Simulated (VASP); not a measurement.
# MoS2 (R3m) in VASP: further runs, part 2 of 2

VASP 6.6.1. The steps go on from the part before.

### 4 Electric field gradients, PBE (17.86 Å³/atom)

This run uses another cell than the first one, of 17.86 Å³/atom.

INCAR reads:

```
SYSTEM = MoS2
  PREC = Accurate
  ENCUT = 520
  EDIFF = 1E-8
  ISMEAR = -1
  SIGMA = 0.05
  LREAL = .False.
  LASPH = .True.
  NELM = 80
  ALGO = Normal
  ISIF = 2
  LWAVE = .False.
  LCHARG = .False.
  GGA = PE
  LEFG = .True.
  NBANDS = 20
```

KPOINTS reads:

```
regular mesh
0
Gamma
  13 13 13
  0 0 0
```

POSCAR reads:

```
MoS2
1.0
    1.5867545494      0.9161131662      6.1436734385
   -1.5867545494      0.9161131662      6.1436734385
    0.0000000000     -1.8322263324      6.1436734385
Mo S
1 2
Direct
    0.0000000000      0.0000000000      0.0000000000
    0.7484000000      0.7484000000      0.7484000000
    0.5849000000      0.5849000000      0.5849000000
```

Potentials or basis: VASP PAW PBE potentials, release 64 (Mo_sv, S).

The run is started by

```console
$ cat potpaw_PBE.64/Mo_sv/POTCAR potpaw_PBE.64/S/POTCAR > POTCAR
$ mpirun -np 1 vasp_std > vasp.out
```

OUTCAR:

```text
SYSTEM = MoS2
   PREC = Accurate
   ENCUT = 520
   EDIFF = 1E-8
   ISMEAR = -1
   LREAL = .False.
   LASPH = .True.
   NELM = 80
   ISIF = 2
   GGA = PE

 ion  position               nearest neighbor table
   1  0.000  0.000  0.000-   2 2.37   2 2.37   2 2.37   3 2.37   3 2.37   3 2.37
   2  0.748  0.748  0.748-   1 2.37   1 2.37   1 2.37
   3  0.585  0.585  0.585-   1 2.37   1 2.37   1 2.37

  LATTYP: Found a trigonal (rhomboedric) cell.
 ALAT       =     6.4110667328
 COS(alpha) =     0.8774851014

  Lattice vectors:

 A1 = (   1.5867545494,   0.9161131662,   6.1436734385)
 A2 = (  -1.5867545494,   0.9161131662,   6.1436734385)
 A3 = (   0.0000000000,  -1.8322263324,   6.1436734385)

Analysis of symmetry for initial positions (statically):
=====================================================================
 Subroutine PRICEL returns:
 Original cell was already a primitive cell.

 Routine SETGRP: Setting up the symmetry group for a
 trigonal (rhombohedral) supercell.

 Subroutine GETGRP returns: Found  6 space group operations
 (whereof  6 operations were pure point group operations)
 out of a pool of 12 trial point group operations.

The static configuration has the point symmetry C_3v.

Analysis of symmetry for dynamics (positions and initial velocities):
=====================================================================
 Subroutine PRICEL returns:
 Original cell was already a primitive cell.

 Routine SETGRP: Setting up the symmetry group for a
 trigonal (rhombohedral) supercell.

 Subroutine GETGRP returns: Found  6 space group operations
 (whereof  6 operations were pure point group operations)
 out of a pool of 12 trial point group operations.

The dynamic configuration has the point symmetry C_3v.

 Subroutine INISYM returns: Found  6 space group operations
 (whereof  6 operations are pure point group operations),
 and found     1 'primitive' translations

----------------------------------------------------------------------------------------

                                     Primitive cell

  volume of cell :      53.5844

  direct lattice vectors                    reciprocal lattice vectors
     1.586754549  0.916113166  6.143673438     0.315108597  0.181928033  0.054256356
    -1.586754549  0.916113166  6.143673438    -0.315108597  0.181928033  0.054256356
     0.000000000 -1.832226332  6.143673438     0.000000000 -0.363856067  0.054256356

  length of vectors
     6.411066733  6.411066733  6.411066733     0.367879042  0.367879042  0.367879042

  position of ions in fractional coordinates (direct lattice)
     0.000000000  0.000000000  0.000000000
     0.748400000  0.748400000  0.748400000
     0.584900000  0.584900000  0.584900000

  ion indices of the primitive-cell ions
   primitive index   ion index
                 1           1
                 2           2
                 3           3

----------------------------------------------------------------------------------------
[... 79 lines left out ...]
   TEBEG  =    0.0;   TEEND  =   0.0 temperature during run
   PSTRESS=    0.0 pullay stress
   NELECT =      26.0000    total number of electrons
   NUPDOWN=      -1.0000    fix difference up-down
   EMIN   =  10.00;   EMAX   =-10.00  energy-range for DOS
   EFERMI =   0.00;   METHOD = LEGACY
   ISMEAR =    -1;   SIGMA  =   0.05  broadening in eV -4-tet -1-fermi 0-gaus
   EFERMI_NEDOS =   21; number of points for ismear=-14 and -15
   IALGO  =     38    algorithm
   IMIX   =      4    mixing-type and parameters
     AMIX     =   0.40;   BMIX     =  1.00
     AMIX_MAG =   1.60;   BMIX_MAG =  1.00
  volume/ion in A,a.u.               =      17.86       120.54
  Fermi-wavevector in a.u.,A,eV,Ry     =   1.286431  2.431002 22.516349  1.654905
  Thomas-Fermi vector in A             =   2.418506
   LORBIT       =      0    0 simple, 1 ext, 2 COOP (PROOUT), +10 PAW based schemes
   GGA     = PE    functional components
   LHFCALC =     F    Hartree Fock is set to
   AEXX    =    0.0000 exact exchange contribution
   IVDW    =     0    specifies the selected vdW correction
   LEPSILON=     F    determine dielectric tensor
   LRPA    =     F    only Hartree local field effects (RPA)
 non-spin polarized calculation
  energy-cutoff  :      520.00
  volume of cell :       53.58
 maximum number of plane-waves:      1462
   NGX = 23   NGY = 23   NGZ = 23

 number of electron      26.0000001 magnetization

 Free energy of the ion-electron system (eV)
  ---------------------------------------------------
  ext. energy  EPLUGINS =         0.00000000
  ---------------------------------------------------
  free energy    TOTEN  =       -21.75050833 eV

  energy without entropy =      -21.75050252  energy(sigma->0) =      -21.75050543

 E-fermi :   7.9768     XC(G=0): -10.7474

 val. band max:        7.6691605616   @ k =   0.4615   0.4615   0.4615
 cond. band min:       8.4333062896   @ k =  -0.3077   0.3077   0.0000
 fundamental gap:      0.7641457280
 Fermi energy:         7.9768038169

 k-point     1 :       0.0000    0.0000    0.0000
  band No.  band energies     occupation
      1     -54.0112      2.00000
      2     -28.1763      2.00000
      3     -27.9737      2.00000
      4     -27.9737      2.00000
      5      -7.6050      2.00000
      6      -5.8041      2.00000
[... 541 lines left out ...]
     19      15.5722      0.00000
     20      16.1252      0.00000

 [... further k-points ...]

------------------------ aborting loop because EDIFF is reached ----------------------------------------

  FORCE on cell =-STRESS in cart. coord.  units (eV):
  Direction    XX          YY          ZZ          XY          YZ          ZX
  --------------------------------------------------------------------------------------
  -------------------------------------------------------------------------------------
  Total        1.7211123      1.7211123      3.9688761      0.0000000      0.0000000      0.0000000
  in kB       51.4613931     51.4613931    118.6697067      0.0000000      0.0000000      0.0000000
  external PRESSURE =      73.8641643 kB  Pullay stress =       0.0000000 kB

 VOLUME and BASIS-vectors are now :
 -----------------------------------------------------------------------------
  energy-cutoff  :      520.00
  volume of cell :       53.58
      direct lattice vectors                 reciprocal lattice vectors
     1.586754549  0.916113166  6.143673438     0.315108597  0.181928033  0.054256356
    -1.586754549  0.916113166  6.143673438    -0.315108597  0.181928033  0.054256356
     0.000000000 -1.832226332  6.143673438     0.000000000 -0.363856067  0.054256356

 POSITION                                       TOTAL-FORCE (eV/Angst)
 -----------------------------------------------------------------------------------
      0.00000      0.00000      0.00000         0.000000      0.000000     -0.002575
      0.00000      0.00000     13.79378         0.000000      0.000000      1.088626
      0.00000      0.00000     10.78030         0.000000      0.000000     -1.086050
 -----------------------------------------------------------------------------------
    total drift:                                0.000000      0.000000     -0.000007

  FREE ENERGIE OF THE ION-ELECTRON SYSTEM (eV)
  ---------------------------------------------------
  free  energy   TOTEN  =       -21.7505083321 eV

  energy  without entropy=      -21.7505025216  energy(sigma->0) =      -21.75050543

 Electric field gradients (V/A^2)
---------------------------------------------------------------------
 ion       V_xx      V_yy      V_zz      V_xy      V_xz      V_yz
---------------------------------------------------------------------
   1      46.111    46.111   -92.222     0.000     0.000     0.000
   2      31.122    31.122   -62.243     0.000    -0.000    -0.000
   3      30.482    30.482   -60.964     0.000     0.000     0.000
---------------------------------------------------------------------

 Electric field gradients after diagonalization (V/A^2)
 (convention: |V_zz| > |V_xx| > |V_yy|)
----------------------------------------------------------------------
 ion       V_xx      V_yy      V_zz     asymmetry (V_yy - V_xx)/ V_zz
----------------------------------------------------------------------
   1      46.111    46.111   -92.222       0.000
   2      31.122    31.122   -62.243       0.000
   3      30.482    30.482   -60.964       0.000
----------------------------------------------------------------------

           NMR quadrupolar parameters

 Cq : quadrupolar parameter    Cq=e*Q*V_zz/h
 eta: asymmetry parameters     (V_yy - V_xx)/ V_zz
 Q  : nuclear electric quadrupole moment in mb (millibarn)
----------------------------------------------------------------------
 ion       Cq(MHz)       eta       Q (mb)
----------------------------------------------------------------------
   1      -0.223       0.000       1.000
   2      -0.151       0.000       1.000
   3      -0.147       0.000       1.000
----------------------------------------------------------------------
```

Wall time 6.3 min (1 thread of Intel Xeon 6975P-C (Granite Rapids), shared host); peak memory 0.47 GiB.

What came out:

```
Free energy                             : -21.7505 eV
Pressure                                : 7.4 GPa
Largest force                           : 1.089 eV/Å
Band gap on the k mesh                  : 0.76 eV (least direct gap 1.79 eV)
Largest electric field gradient by atom : Mo -92.2; S -62.2, -61.0 V/Å²
```

Forces on the atoms (eV/Å):
```
Mo   0.000  0.000 -0.003
S    0.000  0.000  1.089
S    0.000  0.000 -1.086
```

Stress tensor (GPa, compression positive):
```
 5.15  0.00  0.00
 0.00  5.15  0.00
 0.00  0.00 11.87
```

Levels at points of the mesh, in eV from the valence-band top:
```
           k point  band 11  band 12  band 13  band 14  band 15  band 16
(0.00, 0.00, 0.00)    -2.61    -1.31    -1.12     1.90     1.90     2.40
```

Electric field gradients, principal values (V/Å²):
```tsv
atom	least	middle	greatest (by size)
1 Mo	46.111	46.111	-92.222
2 S	31.122	31.122	-62.243
3 S	30.482	30.482	-60.964
```

Caveat: the cell stands under pressure; without QUAD_EFG the Cq values of the log hold for a quadrupole moment of 1 mb, not for the nuclei; an odd mesh through Γ misses points on the zone boundary, where band edges can lie; forces of over 1 eV/Å act on the atoms, so gaps and moduli don't describe the material at rest.

### 5 Electric field gradients, PBE (18.39 Å³/atom)

This run uses another cell than the first one, of 18.39 Å³/atom.

INCAR reads:

```
SYSTEM = MoS2
PREC     = Accurate       ! precision mode
ENCUT    = 520            ! plane-wave cutoff, eV
EDIFF    = 1E-8           ! SCF threshold, eV
ISMEAR   = -1             ! smearing method
SIGMA    = 0.05           ! smearing width, eV
LREAL    = .FALSE.        ! projectors in reciprocal space
LASPH    = .TRUE.         ! aspherical terms in the spheres
NELM     = 100            ! most SCF steps
ALGO     = Normal         ! electronic algorithm
ISIF     = 2              ! what is computed and relaxed
LWAVE    = .FALSE.        ! write WAVECAR
LCHARG   = .FALSE.        ! write CHGCAR
GGA      = PE             ! functional
LEFG     = .TRUE.       
NBANDS   = 20             ! bands
```

KPOINTS reads:

```
regular mesh
0
G
  13 13 13
  0 0 0
```

POSCAR reads:

```
MoS2
1.0
    1.6023119586      0.9250952406      6.2039093722
   -1.6023119586      0.9250952406      6.2039093722
    0.0000000000     -1.8501904812      6.2039093722
Mo S
1 2
Direct
    0.0000000000      0.0000000000      0.0000000000
    0.7484000000      0.7484000000      0.7484000000
    0.5849000000      0.5849000000      0.5849000000
```

Potentials or basis: VASP PAW PBE potentials, release 64 (Mo_sv, S).

The run is started by

```console
$ cat potpaw_PBE.64/Mo_sv/POTCAR potpaw_PBE.64/S/POTCAR > POTCAR
$ mpirun -np 1 vasp_std > vasp.out
```

OUTCAR:

```text
SYSTEM = MoS2
   PREC = Accurate
   ENCUT = 520
   EDIFF = 1E-8
   ISMEAR = -1
   LREAL = .FALSE.
   LASPH = .TRUE.
   NELM = 100
   ISIF = 2
   GGA = PE

 ion  position               nearest neighbor table
   1  0.000  0.000  0.000-   2 2.40   2 2.40   2 2.40   3 2.40   3 2.40   3 2.40
   2  0.748  0.748  0.748-   1 2.40   1 2.40   1 2.40
   3  0.585  0.585  0.585-   1 2.40   1 2.40   1 2.40

  LATTYP: Found a trigonal (rhomboedric) cell.
 ALAT       =     6.4739243365
 COS(alpha) =     0.8774851014

  Lattice vectors:

 A1 = (   1.6023119586,   0.9250952406,   6.2039093722)
[... 771 lines left out ...]

 Electric field gradients (V/A^2)
---------------------------------------------------------------------
 ion       V_xx      V_yy      V_zz      V_xy      V_xz      V_yz
---------------------------------------------------------------------
   1      44.456    44.456   -88.912     0.000     0.000     0.000
   2      30.022    30.022   -60.044     0.000    -0.000    -0.000
   3      29.448    29.448   -58.897     0.000     0.000     0.000
---------------------------------------------------------------------

 Electric field gradients after diagonalization (V/A^2)
 (convention: |V_zz| > |V_xx| > |V_yy|)
----------------------------------------------------------------------
 ion       V_xx      V_yy      V_zz     asymmetry (V_yy - V_xx)/ V_zz
----------------------------------------------------------------------
   1      44.456    44.456   -88.912       0.000
   2      30.022    30.022   -60.044       0.000
   3      29.448    29.448   -58.897       0.000
----------------------------------------------------------------------

           NMR quadrupolar parameters

 Cq : quadrupolar parameter    Cq=e*Q*V_zz/h
 eta: asymmetry parameters     (V_yy - V_xx)/ V_zz
 Q  : nuclear electric quadrupole moment in mb (millibarn)
----------------------------------------------------------------------
 ion       Cq(MHz)       eta       Q (mb)
----------------------------------------------------------------------
   1      -0.215       0.000       1.000
   2      -0.145       0.000       1.000
   3      -0.142       0.000       1.000
----------------------------------------------------------------------
```

stdout:

```text
POSCAR found type information on POSCAR MoS
 POSCAR found :  2 types and       3 ions
 scaLAPACK will be used
 LDA part: xc-table for (Slater+PW92), standard interpolation
 POSCAR, INCAR and KPOINTS ok, starting setup
 FFT: planning ... GRIDC
 FFT: planning ... GRID_SOFT
 FFT: planning ... GRID
 WAVECAR not read
 entering main loop
ion   1

ion   2

ion   3
```

It took 7.3 min on 1 thread of Intel Xeon 6975P-C (Granite Rapids), shared host; peak memory 0.47 GiB.

Results:

| Item | Value |
| --- | --- |
| Free energy | -21.8008 eV |
| Pressure | 2.7 GPa |
| Largest force | 0.575 eV/Å |
| Band gap on the k mesh | 0.76 eV (least direct gap 1.72 eV) |
| Largest electric field gradient by atom | Mo -88.9; S -60.0, -58.9 V/Å² |

Forces on the atoms (eV/Å):
```
Mo   0.000  0.000 -0.002
S    0.000  0.000  0.575
S    0.000  0.000 -0.572
```

Levels at points of the mesh, in eV from the valence-band top:
| k point | band 11 | band 12 | band 13 | band 14 | band 15 | band 16 |
| --- | --- | --- | --- | --- | --- | --- |
| (0.00, 0.00, 0.00) | -2.51 | -1.28 | -1.02 | 1.88 | 1.88 | 2.32 |

Electric field gradients, principal values (V/Å²):
| atom | least | middle | greatest (by size) |
| --- | --- | --- | --- |
| 1 Mo | 44.456 | 44.456 | -88.912 |
| 2 S | 30.022 | 30.022 | -60.044 |
| 3 S | 29.448 | 29.448 | -58.897 |

Caveat: without QUAD_EFG the Cq values of the log hold for a quadrupole moment of 1 mb, not for the nuclei; an odd mesh through Γ misses points on the zone boundary, where band edges can lie.

### 6 Summary

| cell | gap on the mesh (eV) | pressure (GPa) | largest force (eV/Å) |
| --- | --- | --- | --- |
| a = 6.347 Å, angles 28.7°, 3 atoms | 0.76 | 12.8 | 1.66 |
| a = 6.411 Å, angles 28.7°, 3 atoms | 0.76 | 7.4 | 1.09 |
| a = 6.474 Å, angles 28.7°, 3 atoms | 0.76 | 2.7 | 0.57 |

Alike in all rows: task electric field gradients; level PBE; potentials or basis VASP PAW PBE potentials, release 64 (Mo_sv, S); no spin polarisation; k mesh 13 × 13 × 13; cutoff (eV) 520; smearing fermi-dirac 0.05 eV.

Caveats: an odd mesh through Γ misses points on the zone boundary, where band edges can lie; the cell stands under pressure (at least some runs); forces of over 1 eV/Å act on the atoms, so gaps and moduli don't describe the material at rest (at least some runs).

Absolute energies hang on the potentials; compare differences alone.
